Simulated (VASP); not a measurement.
Write the native input for VASP 6.6.1 that does the following.

```
Task                   : single point
Functional             : PBEsol
Potentials or basis    : VASP PAW PBE potentials, release 64 (Mo_sv, Bi_d)
Cutoff                 : 500 eV
k mesh                 : 12 × 12 × 10
Occupations            : fermi-dirac, width 0.05 eV
Spin                   : no spin polarisation
Dipole correction      : no
Further INCAR settings : ALGO = Normal; EDIFF = 1e-06; NBANDS = 22
```

The structure of BiMo (WC type) lies in POSCAR:

```
BiMo
1.0
    3.4040015566      0.0000000000      0.0000000000
   -1.7020007783      2.9479518226      0.0000000000
    0.0000000000      0.0000000000      4.0114524924
Mo Bi
1 1
Direct
    0.0000000000      0.0000000000      0.0000000000
    0.3333333333      0.6666666667      0.5000000000
```

These files were run (other wordings do the same):

INCAR

```
SYSTEM = BiMo
PREC = Accurate
ENCUT = 500
EDIFF = 1E-6
ISMEAR = -1
SIGMA = 0.05
LREAL = .FALSE.
LASPH = .TRUE.
NELM = 120
ALGO = Normal
ISIF = 2
LWAVE = .FALSE.
LCHARG = .FALSE.
GGA = PS
NBANDS = 22
GGA_COMPAT = .FALSE.
```

KPOINTS

```
regular mesh
0
G
  12 12 10
  0 0 0
```

Potentials or basis: VASP PAW PBE potentials, release 64 (Mo_sv, Bi_d).

Launch:

```sh
$ cat potpaw_PBE.64/Mo_sv/POTCAR potpaw_PBE.64/Bi_d/POTCAR > POTCAR
$ mpirun -np 1 vasp_std > vasp.out
```

It gave:

The pressure is 2.3 GPa and the band gap on the k mesh is zero (an odd number of electrons rules out a gap without spin polarisation).

Caveat: the PAW data sets were made with another functional, which shifts forces and pressure a little; spin-orbit coupling is left out, which moves the levels of the heavy elements.

It took 78 s on 1 thread of Oxide Virtual Turin-like Processor, on a shared host, peak memory 0.19 GiB.
